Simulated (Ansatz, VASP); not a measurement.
# One calculation of Al2O3, two programs

```
CELL_PARAMETERS angstrom
2.40251 1.38709 4.37208
-2.40251 1.38709 4.37208
0.00000 -2.77418 4.37208
ATOMIC_POSITIONS crystal
Al 0.64790 0.64790 0.64790
Al 0.85210 0.85210 0.85210
Al 0.14790 0.14790 0.14790
Al 0.35210 0.35210 0.35210
O 0.44385 0.05615 0.75000
O 0.94385 0.25000 0.55615
O 0.05615 0.75000 0.44385
O 0.75000 0.44385 0.05615
O 0.25000 0.55615 0.94385
O 0.55615 0.94385 0.25000
```

Alike in both runs: functional PBE; k mesh 8 × 8 × 8; occupations fermi-dirac, width 0.02 eV; no spin polarisation.

Ansatz relaxed the structure, and its values are those at the end. VASP's run is a single point on that final structure, the one shown.

|  | VASP | Ansatz |
| --- | --- | --- |
| version | VASP 6.6.1 | Ansatz 0.2.0 |
| potentials or method | VASP PAW PBE potentials, release 64 (Al, O) | plane-wave PAW, scalar-relativistic |
| plane-wave cutoff (eV) | 520 | 420 |
| valence electrons in the cell | 48 | 48 |

|  | VASP | Ansatz | Ansatz less VASP |
| --- | --- | --- | --- |
| gap on the k mesh at the Fermi level (eV) | 5.88 | 5.88 | +0.004 |
| pressure (GPa) | 0.3 | 0.5 | +0.16 |
| rms of the force components (eV/Å) | 0.005 | 0.005 | -0.0010 |

The functional is the same, so the differences come from potentials, cutoffs and numerics. Ansatz's warnings: stress scf threshold loose.
